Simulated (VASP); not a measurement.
# Rb2Cd6Pd (Fm-3m) in VASP: single point with PBE

Aim: the single point of Rb2Cd6Pd with PBE.

Everything below comes from runs of VASP 6.6.1. Logs are shortened: lines on timing, memory, paths and dates and some standing lists are left out, and cuts for length are marked.

## (1) The cell of the first run

It takes space group Fm-3m (No. 225, cubic). Conventional cell: a = 9.880 Å, b = 9.880 Å, c = 9.880 Å, α = 90.00°, β = 90.00°, γ = 90.00°. Within 3.1 Å of Cd (site symmetry 4mm) lie 1 Pd at 2.35 Å. Pd (site symmetry m-3m) has 6 Cd at 2.35 Å within 3.1 Å. Rb (site symmetry -43m) has 12 Cd at 3.50 Å and 4 Pd at 4.28 Å within 4.6 Å.

## (2) Single point, PBE

Input file INCAR:

```
  ALGO = Normal
  EDIFF = 1E-6
  ENCUT = 520
  GGA = PE
  ISIF = 2
  ISMEAR = 0
  LASPH = T
  LCHARG = T
  LELF = T
  LREAL = F
  LVHAR = T
  LWAVE = F
  NBANDS = 60
  NELM = 80
  PREC = Accurate
  SIGMA = 0.1617
```

Input file KPOINTS:

```
k-points
0
Gamma
  6 6 6
```

Input file POSCAR:

```
Rb2Cd6Pd
1.0
    0.0000000000      4.9400310000      4.9400310000
    4.9400310000      0.0000000000      4.9400310000
    4.9400310000      4.9400310000      0.0000000000
Cd Pd Rb
6 1 2
Direct
    0.7620000000      0.2380000000      0.2380000000
    0.2380000000      0.7620000000      0.2380000000
    0.2380000000      0.7620000000      0.7620000000
    0.7620000000      0.2380000000      0.7620000000
    0.2380000000      0.2380000000      0.7620000000
    0.7620000000      0.7620000000      0.2380000000
    0.0000000000      0.0000000000      0.0000000000
    0.2500000000      0.2500000000      0.2500000000
    0.7500000000      0.7500000000      0.7500000000
```

Potentials or basis: VASP PAW PBE potentials, release 64 (Cd, Pd, Rb_sv).

Started as:

```sh
> cat potpaw_PBE.64/Cd/POTCAR potpaw_PBE.64/Pd/POTCAR potpaw_PBE.64/Rb_sv/POTCAR > POTCAR
> mpirun -np 1 vasp_std > vasp.out
```

OUTCAR:

```text
EDIFF = 1E-6
   ENCUT = 520
   GGA = PE
   ISIF = 2
   ISMEAR = 0
   LASPH = T
   LREAL = F
   NELM = 80
   PREC = Accurate

 ion  position               nearest neighbor table
   1  0.762  0.238  0.238-   7 2.35   4 3.33   5 3.33   6 3.33   2 3.33   9 3.50   9 3.50   8 3.50
                             8 3.50   6 3.66   2 3.66   5 3.66   4 3.66
   2  0.238  0.762  0.238-   7 2.35   3 3.33   5 3.33   6 3.33   1 3.33   9 3.50   9 3.50   8 3.50
                             8 3.50   3 3.66   6 3.66   5 3.66   1 3.66
   3  0.238  0.762  0.762-   7 2.35   4 3.33   5 3.33   6 3.33   2 3.33   9 3.50   9 3.50   8 3.50
                             8 3.50   2 3.66   6 3.66   5 3.66   4 3.66
   4  0.762  0.238  0.762-   7 2.35   3 3.33   5 3.33   6 3.33   1 3.33   9 3.50   9 3.50   8 3.50
                             8 3.50   6 3.66   3 3.66   5 3.66   1 3.66
   5  0.238  0.238  0.762-   7 2.35   2 3.33   3 3.33   4 3.33   1 3.33   9 3.50   9 3.50   8 3.50
                             8 3.50   2 3.66   1 3.66   3 3.66   4 3.66
   6  0.762  0.762  0.238-   7 2.35   2 3.33   3 3.33   4 3.33   1 3.33   9 3.50   9 3.50   8 3.50
                             8 3.50   4 3.66   3 3.66   2 3.66   1 3.66
   7  0.000  0.000  0.000-   1 2.35   2 2.35   3 2.35   4 2.35   5 2.35   6 2.35   9 4.28   9 4.28
                             9 4.28   8 4.28   8 4.28   8 4.28   9 4.28   8 4.28
   8  0.250  0.250  0.250-   1 3.50   4 3.50   6 3.50   2 3.50   3 3.50   6 3.50   3 3.50   4 3.50
                             5 3.50   1 3.50   2 3.50   5 3.50   7 4.28   7 4.28   7 4.28   7 4.28
   9  0.750  0.750  0.750-   3 3.50   4 3.50   6 3.50   1 3.50   2 3.50   6 3.50   1 3.50   4 3.50
                             5 3.50   2 3.50   3 3.50   5 3.50   7 4.28   7 4.28   7 4.28   7 4.28

  LATTYP: Found a face centered cubic cell.
 ALAT       =     9.8800620000

  Lattice vectors:

 A1 = (   0.0000000000,   4.9400310000,   4.9400310000)
 A2 = (   4.9400310000,   0.0000000000,   4.9400310000)
 A3 = (   4.9400310000,   4.9400310000,   0.0000000000)

Analysis of symmetry for initial positions (statically):
=====================================================================
 Subroutine PRICEL returns:
 Original cell was already a primitive cell.

 Routine SETGRP: Setting up the symmetry group for a
 face centered cubic supercell.

 Subroutine GETGRP returns: Found 48 space group operations
 (whereof 48 operations were pure point group operations)
 out of a pool of 48 trial point group operations.

The static configuration has the point symmetry O_h .

Analysis of symmetry for dynamics (positions and initial velocities):
=====================================================================
 Subroutine PRICEL returns:
 Original cell was already a primitive cell.

 Routine SETGRP: Setting up the symmetry group for a
 face centered cubic supercell.

 Subroutine GETGRP returns: Found 48 space group operations
 (whereof 48 operations were pure point group operations)
 out of a pool of 48 trial point group operations.

The dynamic configuration has the point symmetry O_h .

 Subroutine INISYM returns: Found 48 space group operations
 (whereof 48 operations are pure point group operations),
 and found     1 'primitive' translations

----------------------------------------------------------------------------------------

                                     Primitive cell

  volume of cell :     241.1121

  direct lattice vectors                    reciprocal lattice vectors
     0.000000000  4.940031000  4.940031000    -0.101213940  0.101213940  0.101213940
     4.940031000  0.000000000  4.940031000     0.101213940 -0.101213940  0.101213940
     4.940031000  4.940031000  0.000000000     0.101213940  0.101213940 -0.101213940

  length of vectors
     6.986258839  6.986258839  6.986258839     0.175307686  0.175307686  0.175307686

  position of ions in fractional coordinates (direct lattice)
     0.762000000  0.238000000  0.238000000
     0.238000000  0.762000000  0.238000000
     0.238000000  0.762000000  0.762000000
     0.762000000  0.238000000  0.762000000
     0.238000000  0.238000000  0.762000000
     0.762000000  0.762000000  0.238000000
     0.000000000  0.000000000  0.000000000
     0.250000000  0.250000000  0.250000000
     0.750000000  0.750000000  0.750000000

  ion indices of the primitive-cell ions
   primitive index   ion index
                 1           1
                 2           2
                 3           3
                 4           4
                 5           5
                 6           6
                 7           7
                 8           8
                 9           9

----------------------------------------------------------------------------------------

 KPOINTS: k-points

Automatic generation of k-mesh.
 Grid dimensions read from file:
 generate k-points for:    6    6    6

 Generating k-lattice:

  Cartesian coordinates                     Fractional coordinates (reciprocal lattice)
    -0.016868990  0.016868990  0.016868990     0.166666667  0.000000000  0.000000000
     0.016868990 -0.016868990  0.016868990     0.000000000  0.166666667  0.000000000
     0.016868990  0.016868990 -0.016868990     0.000000000  0.000000000  0.166666667

  Length of vectors
     0.029217948  0.029217948  0.029217948

  Shift w.r.t. Gamma in fractional coordinates (k-lattice)
     0.000000000  0.000000000  0.000000000

 Subroutine IBZKPT returns following result:
 ===========================================

 Found     16 irreducible k-points:

 Following reciprocal coordinates:
            Coordinates               Weight
  0.000000  0.000000  0.000000      1.000000
  0.166667  0.000000  0.000000      8.000000
  0.333333  0.000000  0.000000      8.000000
  0.500000  0.000000  0.000000      4.000000
  0.166667  0.166667  0.000000      6.000000
  0.333333  0.166667  0.000000     24.000000
[... 8 lines left out ...]
 -0.333333  0.333333  0.166667     24.000000
 -0.333333  0.500000  0.166667     12.000000
   k-points           NKPTS =     16   k-points in BZ     NKDIM =     16   number of bands    NBANDS=     60
   number of dos      NEDOS =    301   number of ions     NIONS =      9
   total plane-waves  NPLWV = 157464
   dimension x,y,z NGX =    54 NGY =   54 NGZ =   54
   dimension x,y,z NGXF=   108 NGYF=  108 NGZF=  108
   ions per type =               6   1   2
   NGX,Y,Z   is equivalent  to a cutoff of  12.85, 12.85, 12.85 a.u.
   NGXF,Y,Z  is equivalent  to a cutoff of  25.70, 25.70, 25.70 a.u.
 SYSTEM =  unknown system
   PREC   = accura    normal or accurate (medium, high low for compatibility)
   ISTART =      0    job   : 0-new  1-cont  2-samecut
   ICHARG =      2    charge: 1-file 2-atom 10-const
   ISPIN  =      1    spin polarized calculation?
   LNONCOLLINEAR =      F non collinear calculations
   LSORBIT =      F    spin-orbit coupling
   LASPH  =      T    aspherical Exc in radial PAW
   ENCUT  =  520.0 eV  38.22 Ry    6.18 a.u.  12.99 12.99 12.99*2*pi/ulx,y,z
   NELM   =     80;   NELMIN=  2; NELMDL= -5     # of ELM steps
   EDIFF  = 0.1E-05   stopping-criterion for ELM
   LREAL  =      F    real-space projection
   EDIFFG = 0.1E-04   stopping-criterion for IOM
   NSW    =      0    number of steps for IOM
   IBRION =     -1    ionic relax: 0-MD 1-quasi-New 2-CG
   NFREE  =      0    steps in history (QN), initial steepest desc. (CG)
   ISIF   =      2    stress and relaxation
   ISYM   =      2    0-nonsym 1-usesym 2-fastsym
   POTIM  = 0.5000    time-step for ionic-motion
   TEBEG  =    0.0;   TEEND  =   0.0 temperature during run
   PSTRESS=    0.0 pullay stress
   NELECT =     100.0000    total number of electrons
   NUPDOWN=      -1.0000    fix difference up-down
   EMIN   =  10.00;   EMAX   =-10.00  energy-range for DOS
   EFERMI =   0.00;   METHOD = LEGACY
   ISMEAR =     0;   SIGMA  =   0.16  broadening in eV -4-tet -1-fermi 0-gaus
   EFERMI_NEDOS =   21; number of points for ismear=-14 and -15
   IALGO  =     38    algorithm
   IMIX   =      4    mixing-type and parameters
     AMIX     =   0.40;   BMIX     =  1.00
     AMIX_MAG =   1.60;   BMIX_MAG =  1.00
  volume/ion in A,a.u.               =      26.79       180.79
  Fermi-wavevector in a.u.,A,eV,Ry     =   1.220867  2.307105 20.279717  1.490517
  Thomas-Fermi vector in A             =   2.356070
   LORBIT       =      0    0 simple, 1 ext, 2 COOP (PROOUT), +10 PAW based schemes
   GGA     = PE    functional components
   LHFCALC =     F    Hartree Fock is set to
   AEXX    =    0.0000 exact exchange contribution
   IVDW    =     0    specifies the selected vdW correction
   LEPSILON=     F    determine dielectric tensor
   LRPA    =     F    only Hartree local field effects (RPA)
 non-spin polarized calculation
 Gauss-broadening in eV      SIGMA  =   0.16
  energy-cutoff  :      520.00
  volume of cell :      241.11
 maximum number of plane-waves:      6532
 NGX is ok and might be reduce to    54
   NGX = 25   NGY = 25   NGZ = 25

 number of electron     100.0000000 magnetization

 number of electron      99.9999997 magnetization

 Free energy of the ion-electron system (eV)
  ---------------------------------------------------
  ext. energy  EPLUGINS =         0.00000000
  ---------------------------------------------------
  free energy    TOTEN  =        -8.03667594 eV

  energy without entropy =       -7.98237769  energy(sigma->0) =       -8.00952681

 E-fermi :   2.6373     XC(G=0):  -9.6468

 val. band max:        2.6040710658   @ k =   0.5000   0.3333   0.1667
 cond. band min:       2.6527516716   @ k =   0.3333   0.1667   0.0000
 fundamental gap:      0.0486806057
 Fermi energy:         2.6372908564

 k-point     1 :       0.0000    0.0000    0.0000
  band No.  band energies     occupation
      1     -25.1040      2.00000
      2     -25.0966      2.00000
      3      -9.3950      2.00000
      4      -9.3950      2.00000
      5      -9.3950      2.00000
      6      -9.3112      2.00000
[... 52 lines left out ...]
     59       7.4246      0.00000
     60       7.4246      0.00000

 k-point     2 :       0.1667    0.0000    0.0000
  band No.  band energies     occupation
      1     -25.1034      2.00000
      2     -25.0969      2.00000
      3      -9.4069      2.00000
      4      -9.3948      2.00000
      5      -9.3948      2.00000
      6      -9.3373      2.00000
[... 52 lines left out ...]
     59       7.5839      0.00000
     60       7.6200      0.00000

 k-point     3 :       0.3333    0.0000    0.0000
  band No.  band energies     occupation
      1     -25.1018      2.00000
      2     -25.0981      2.00000
      3      -9.4275      2.00000
      4      -9.3904      2.00000
      5      -9.3903      2.00000
      6      -9.3903      2.00000
[... 808 lines left out ...]
     59       6.3536      0.00000
     60       6.6186      0.00000

 k-point    16 :      -0.3333    0.5000    0.1667
  band No.  band energies     occupation
      1     -25.1003      2.00000
      2     -25.0991      2.00000
      3      -9.4828      2.00000
      4      -9.4571      2.00000
      5      -9.4197      2.00000
      6      -9.3674      2.00000
[... 52 lines left out ...]
     59       5.9413      0.00000
     60       6.4551      0.00000

------------------------ aborting loop because EDIFF is reached ----------------------------------------

  FORCE on cell =-STRESS in cart. coord.  units (eV):
  Direction    XX          YY          ZZ          XY          YZ          ZX
  --------------------------------------------------------------------------------------
  -------------------------------------------------------------------------------------
  Total       21.9783183     21.9783183     21.9783183      0.0000000      0.0000000      0.0000000
  in kB      146.0447748    146.0447748    146.0447748      0.0000000      0.0000000      0.0000000
  external PRESSURE =     146.0447748 kB  Pullay stress =       0.0000000 kB

 VOLUME and BASIS-vectors are now :
 -----------------------------------------------------------------------------
  energy-cutoff  :      520.00
  volume of cell :      241.11
      direct lattice vectors                 reciprocal lattice vectors
     0.000000000  4.940031000  4.940031000    -0.101213940  0.101213940  0.101213940
     4.940031000  0.000000000  4.940031000     0.101213940 -0.101213940  0.101213940
     4.940031000  4.940031000  0.000000000     0.101213940  0.101213940 -0.101213940

 POSITION                                       TOTAL-FORCE (eV/Angst)
 -----------------------------------------------------------------------------------
      2.35145      4.94003      4.94003         4.305341      0.000000      0.000000
      4.94003      2.35145      4.94003         0.000000      4.305341      0.000000
      7.52861      4.94003      4.94003        -4.305341      0.000000      0.000000
      4.94003      7.52861      4.94003         0.000000     -4.305341      0.000000
      4.94003      4.94003      2.35145         0.000000      0.000000      4.305341
      4.94003      4.94003      7.52861         0.000000      0.000000     -4.305341
      0.00000      0.00000      0.00000         0.000000      0.000000      0.000000
      2.47002      2.47002      2.47002         0.000000      0.000000      0.000000
      7.41005      7.41005      7.41005        -0.000000     -0.000000     -0.000000
 -----------------------------------------------------------------------------------
    total drift:                                0.000000      0.000000      0.000000

  FREE ENERGIE OF THE ION-ELECTRON SYSTEM (eV)
  ---------------------------------------------------
  free  energy   TOTEN  =        -8.0366759404 eV

  energy  without entropy=       -7.9823776878  energy(sigma->0) =       -8.00952681
```

It used 910 s of CPU time on 1 thread of AMD EPYC 7R13 Processor (Zen 3), with other jobs on the host.

Results:

```yaml
Free_energy: -8.0367 eV
Pressure: 14.6 GPa
Largest_force: 4.305 eV/Å
Band_gap_on_the_k_mesh: zero (band 50 reaches 3.13 eV, above the bottom of band 51 at 1.72 eV)
```

Forces in eV/Å, atoms in the order of the input:
```
Cd   4.305  0.000  0.000
Cd   0.000  4.305  0.000
Cd  -4.305  0.000  0.000
Cd   0.000 -4.305  0.000
Cd   0.000  0.000  4.305
Cd   0.000  0.000 -4.305
Pd   0.000  0.000  0.000
Rb   0.000  0.000  0.000
Rb   0.000  0.000  0.000
```

Caveat: forces of over 1 eV/Å act on the atoms, so gaps and moduli don't describe the material at rest.
